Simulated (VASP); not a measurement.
# Sr (Im-3m) in VASP: notebook

The runs below take Sr through single point, with PBE, r2SCAN, PBEsol.

All numbers are computed with VASP 6.6.1; they aren't measurements. Logs are shortened: lines on timing, memory, paths and dates and some standing lists are left out, and cuts for length are marked.

### Step 1. The cell of the first run

It takes space group Im-3m (No. 229, cubic). Conventional cell: a = 4.850 Å, b = 4.850 Å, c = 4.850 Å, α = 90.00°, β = 90.00°, γ = 90.00°. Sr (site symmetry m-3m) has 14 Sr at 4.20 to 4.85 Å within 5.5 Å.

### Step 2. Single point, PBE

The input, INCAR:

```
SYSTEM = Sr
ALGO     = Normal         ! electronic algorithm
EDIFF    = 1E-7           ! SCF threshold, eV
ENCUT    = 520            ! plane-wave cutoff, eV
GGA      = PE             ! functional
ISIF     = 2              ! what is computed and relaxed
ISMEAR   = 0              ! smearing method
LASPH    = .True.         ! aspherical terms in the spheres
LCHARG   = .False.        ! write CHGCAR
LREAL    = .False.        ! projectors in reciprocal space
LWAVE    = .False.        ! write WAVECAR
NBANDS   = 11             ! bands
NELM     = 100            ! most SCF steps
PREC     = Accurate       ! precision mode
SIGMA    = 0.1            ! smearing width, eV
```

The input, KPOINTS:

```
k-points
0
Gamma
  2 2 2
  0 0 0
```

The input, POSCAR:

```
Sr
1.0
   -2.4250000000      2.4250000000      2.4250000000
    2.4250000000     -2.4250000000      2.4250000000
    2.4250000000      2.4250000000     -2.4250000000
Sr
1
Direct
    0.0000000000      0.0000000000      0.0000000000
```

Potentials or basis: VASP PAW PBE potentials, release 64 (Sr_sv).

The run is started by

```sh
cat potpaw_PBE.64/Sr_sv/POTCAR > POTCAR
mpirun -np 1 vasp_std > vasp.out
```

OUTCAR:

```text
SYSTEM = Sr
   EDIFF = 1E-7
   ENCUT = 520
   GGA = PE
   ISIF = 2
   ISMEAR = 0
   LASPH = .True.
   LREAL = .False.
   NELM = 100
   PREC = Accurate

 ion  position               nearest neighbor table
   1  0.000  0.000  0.000-

  LATTYP: Found a body centered cubic cell.
 ALAT       =     4.8500000000

  Lattice vectors:

 A1 = (  -2.4250000000,   2.4250000000,   2.4250000000)
 A2 = (   2.4250000000,  -2.4250000000,   2.4250000000)
 A3 = (   2.4250000000,   2.4250000000,  -2.4250000000)

Analysis of symmetry for initial positions (statically):
=====================================================================
 Subroutine PRICEL returns:
 Original cell was already a primitive cell.

 Routine SETGRP: Setting up the symmetry group for a
 body centered cubic supercell.

 Subroutine GETGRP returns: Found 48 space group operations
[... 9 lines left out ...]

 Routine SETGRP: Setting up the symmetry group for a
 body centered cubic supercell.

 Subroutine GETGRP returns: Found 48 space group operations
[... 11 lines left out ...]
                                     Primitive cell

  volume of cell :      57.0421

  direct lattice vectors                    reciprocal lattice vectors
    -2.425000000  2.425000000  2.425000000     0.000000000  0.206185567  0.206185567
     2.425000000 -2.425000000  2.425000000     0.206185567  0.000000000  0.206185567
     2.425000000  2.425000000 -2.425000000     0.206185567  0.206185567  0.000000000

  length of vectors
     4.200223208  4.200223208  4.200223208     0.291590425  0.291590425  0.291590425

  position of ions in fractional coordinates (direct lattice)
     0.000000000  0.000000000  0.000000000

  ion indices of the primitive-cell ions
   primitive index   ion index
                 1           1

----------------------------------------------------------------------------------------

 KPOINTS: k-points

Automatic generation of k-mesh.
 Grid dimensions read from file:
 generate k-points for:    2    2    2

 Generating k-lattice:

  Cartesian coordinates                     Fractional coordinates (reciprocal lattice)
     0.000000000  0.103092784  0.103092784     0.500000000  0.000000000  0.000000000
     0.103092784  0.000000000  0.103092784     0.000000000  0.500000000  0.000000000
     0.103092784  0.103092784  0.000000000     0.000000000  0.000000000  0.500000000

  Length of vectors
     0.145795213  0.145795213  0.145795213

  Shift w.r.t. Gamma in fractional coordinates (k-lattice)
     0.000000000  0.000000000  0.000000000

 Subroutine IBZKPT returns following result:
 ===========================================

 Found      3 irreducible k-points:

 Following reciprocal coordinates:
            Coordinates               Weight
  0.000000  0.000000  0.000000      1.000000
  0.500000  0.000000  0.000000      6.000000
  0.500000  0.500000  0.500000      1.000000
   k-points           NKPTS =      3   k-points in BZ     NKDIM =      3   number of bands    NBANDS=     11
   number of dos      NEDOS =    301   number of ions     NIONS =      1
   total plane-waves  NPLWV =  32768
   dimension x,y,z NGX =    32 NGY =   32 NGZ =   32
   dimension x,y,z NGXF=    64 NGYF=   64 NGZF=   64
   ions per type =               1
   NGX,Y,Z   is equivalent  to a cutoff of  12.67, 12.67, 12.67 a.u.
   NGXF,Y,Z  is equivalent  to a cutoff of  25.33, 25.33, 25.33 a.u.
 SYSTEM =  Sr
   PREC   = accura    normal or accurate (medium, high low for compatibility)
   ISTART =      0    job   : 0-new  1-cont  2-samecut
   ICHARG =      2    charge: 1-file 2-atom 10-const
   ISPIN  =      1    spin polarized calculation?
   LNONCOLLINEAR =      F non collinear calculations
   LSORBIT =      F    spin-orbit coupling
   LASPH  =      T    aspherical Exc in radial PAW
   ENCUT  =  520.0 eV  38.22 Ry    6.18 a.u.   7.81  7.81  7.81*2*pi/ulx,y,z
   NELM   =    100;   NELMIN=  2; NELMDL= -5     # of ELM steps
   EDIFF  = 0.1E-06   stopping-criterion for ELM
   LREAL  =      F    real-space projection
   EDIFFG = 0.1E-05   stopping-criterion for IOM
   NSW    =      0    number of steps for IOM
   IBRION =     -1    ionic relax: 0-MD 1-quasi-New 2-CG
   NFREE  =      0    steps in history (QN), initial steepest desc. (CG)
   ISIF   =      2    stress and relaxation
   ISYM   =      2    0-nonsym 1-usesym 2-fastsym
   POTIM  = 0.5000    time-step for ionic-motion
   TEBEG  =    0.0;   TEEND  =   0.0 temperature during run
   PSTRESS=    0.0 pullay stress
   NELECT =      10.0000    total number of electrons
   NUPDOWN=      -1.0000    fix difference up-down
   EMIN   =  10.00;   EMAX   =-10.00  energy-range for DOS
   EFERMI =   0.00;   METHOD = LEGACY
   ISMEAR =     0;   SIGMA  =   0.10  broadening in eV -4-tet -1-fermi 0-gaus
   EFERMI_NEDOS =   21; number of points for ismear=-14 and -15
   IALGO  =     38    algorithm
   IMIX   =      4    mixing-type and parameters
     AMIX     =   0.40;   BMIX     =  1.00
     AMIX_MAG =   1.60;   BMIX_MAG =  1.00
  volume/ion in A,a.u.               =      57.04       384.94
  Fermi-wavevector in a.u.,A,eV,Ry     =   0.916241  1.731445 11.422060  0.839498
  Thomas-Fermi vector in A             =   2.041074
   LORBIT       =      0    0 simple, 1 ext, 2 COOP (PROOUT), +10 PAW based schemes
   GGA     = PE    functional components
   LHFCALC =     F    Hartree Fock is set to
   AEXX    =    0.0000 exact exchange contribution
   IVDW    =     0    specifies the selected vdW correction
   LEPSILON=     F    determine dielectric tensor
   LRPA    =     F    only Hartree local field effects (RPA)
 non-spin polarized calculation
 Gauss-broadening in eV      SIGMA  =   0.10
  energy-cutoff  :      520.00
  volume of cell :       57.04
 maximum number of plane-waves:      1566
 NGX is ok and might be reduce to    32
   NGX = 15   NGY = 15   NGZ = 15

 number of electron      10.0000000 magnetization

 Free energy of the ion-electron system (eV)
  ---------------------------------------------------
  ext. energy  EPLUGINS =         0.00000000
  ---------------------------------------------------
  free energy    TOTEN  =        -1.56913411 eV

  energy without entropy =       -1.55496505  energy(sigma->0) =       -1.56204958

 E-fermi :   1.4267     XC(G=0):  -7.1900

 val. band max:        0.5309901914   @ k =   0.5000   0.0000   0.0000
 cond. band min:       1.4267973624   @ k =   0.5000   0.5000   0.5000
 fundamental gap:      0.8958071711
 Fermi energy:         1.4267135528

 k-point     1 :       0.0000    0.0000    0.0000
  band No.  band energies     occupation
      1     -35.0168      2.00000
      2     -16.9202      2.00000
      3     -16.9202      2.00000
      4     -16.9202      2.00000
      5      -2.0863      2.00000
      6       3.8867      0.00000
      7       3.8867      0.00000
      8       3.8867      0.00000
      9       5.1650      0.00000
     10       5.1650      0.00000
     11       9.4323      0.00000

 k-point     2 :       0.5000    0.0000    0.0000
  band No.  band energies     occupation
      1     -35.0037      2.00000
      2     -17.0976      2.00000
      3     -16.9798      2.00000
      4     -16.9201      2.00000
      5       0.5310      2.00000
      6       1.6814      0.00032
      7       2.7566      0.00000
      8       4.9672      0.00000
      9       5.6441      0.00000
     10       6.8283      0.00000
     11       7.2827      0.00000

 k-point     3 :       0.5000    0.5000    0.5000
  band No.  band energies     occupation
      1     -34.9936      2.00000
      2     -17.0478      2.00000
      3     -17.0478      2.00000
      4     -17.0478      2.00000
      5       1.4268      0.99905
      6       1.4268      0.99905
      7       4.9858      0.00000
      8       4.9858      0.00000
      9       4.9858      0.00000
     10       6.4437      0.00000
     11       6.4437      0.00000

------------------------ aborting loop because EDIFF is reached ----------------------------------------

  FORCE on cell =-STRESS in cart. coord.  units (eV):
  Direction    XX          YY          ZZ          XY          YZ          ZX
  --------------------------------------------------------------------------------------
  -------------------------------------------------------------------------------------
  Total       -1.3124529     -1.3124529     -1.3124529      0.0000000     -0.0000000      0.0000000
  in kB      -36.8637153    -36.8637153    -36.8637153      0.0000000     -0.0000000      0.0000000
  external PRESSURE =     -36.8637153 kB  Pullay stress =       0.0000000 kB

 VOLUME and BASIS-vectors are now :
 -----------------------------------------------------------------------------
  energy-cutoff  :      520.00
  volume of cell :       57.04
      direct lattice vectors                 reciprocal lattice vectors
    -2.425000000  2.425000000  2.425000000     0.000000000  0.206185567  0.206185567
     2.425000000 -2.425000000  2.425000000     0.206185567  0.000000000  0.206185567
     2.425000000  2.425000000 -2.425000000     0.206185567  0.206185567  0.000000000

 POSITION                                       TOTAL-FORCE (eV/Angst)
 -----------------------------------------------------------------------------------
      0.00000      0.00000      0.00000         0.000000     -0.000000      0.000000
 -----------------------------------------------------------------------------------
    total drift:                                0.000000      0.000000     -0.000000

  FREE ENERGIE OF THE ION-ELECTRON SYSTEM (eV)
  ---------------------------------------------------
  free  energy   TOTEN  =        -1.5691341129 eV

  energy  without entropy=       -1.5549650515  energy(sigma->0) =       -1.56204958
```

It took 4.6 s on 1 thread of Intel Xeon Platinum 8488C (Sapphire Rapids), shared host; peak memory 0.16 GiB.

What came out:

- Free energy: -1.5691 eV
- Pressure: -3.7 GPa
- Band gap on the k mesh: zero (filled and empty bands touch)

Caveat: the k points lie up to 0.92 Å⁻¹ apart.

(Continued in part 2 of 2.)
